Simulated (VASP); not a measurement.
Wanted: the native input for a VASP 6.6.1 run.

```yaml
Task: single point
Functional: PBEsol
Potentials_or_basis: VASP PAW PBE potentials, release 64 (Cu, I)
Cutoff: 520 eV
k_mesh: 6 × 6 × 6
Occupations: gaussian, width 0.01 eV
Spin: no spin polarisation
Dipole_correction: no
Further_INCAR_settings: ALGO = Normal; EDIFF = 1e-07; NBANDS = 16
```

The structure of CuI lies in POSCAR:

```
CuI
1.0
    0.0000000000      2.9511667691      2.9511667691
    2.9511667691      0.0000000000      2.9511667691
    2.9511667691      2.9511667691      0.0000000000
Cu I
1 1
Direct
    0.7500000000      0.7500000000      0.7500000000
    0.0000000000      0.0000000000      0.0000000000
```

The input as run:

INCAR

```
SYSTEM = CuI
  PREC = Accurate
  ENCUT = 520
  EDIFF = 1E-7
  ISMEAR = 0
  SIGMA = 0.01
  LREAL = .False.
  LASPH = .True.
  NELM = 60
  ALGO = Normal
  ISIF = 2
  LWAVE = .False.
  LCHARG = .False.
  GGA = PS
  NBANDS = 16
```

KPOINTS

```
Automatic mesh
0
Gamma
  6 6 6
  0 0 0
```

Potentials or basis: VASP PAW PBE potentials, release 64 (Cu, I).

Run with:

```sh
$ cat potpaw_PBE.64/Cu/POTCAR potpaw_PBE.64/I/POTCAR > POTCAR
$ mpirun -np 1 vasp_std > vasp.out
```

Results of the run:

| Quantity | Value |
| --- | --- |
| Pressure | 1.1 GPa |
| Band gap on the k mesh | 1.25 eV |

Caveat: the PAW data sets were made with another functional, which shifts forces and pressure a little; spin-orbit coupling is left out, which moves the levels of the heavy elements.

It took 36 s on 1 thread of Intel Xeon 8259CL, with other jobs on the host, peak memory 0.18 GiB.
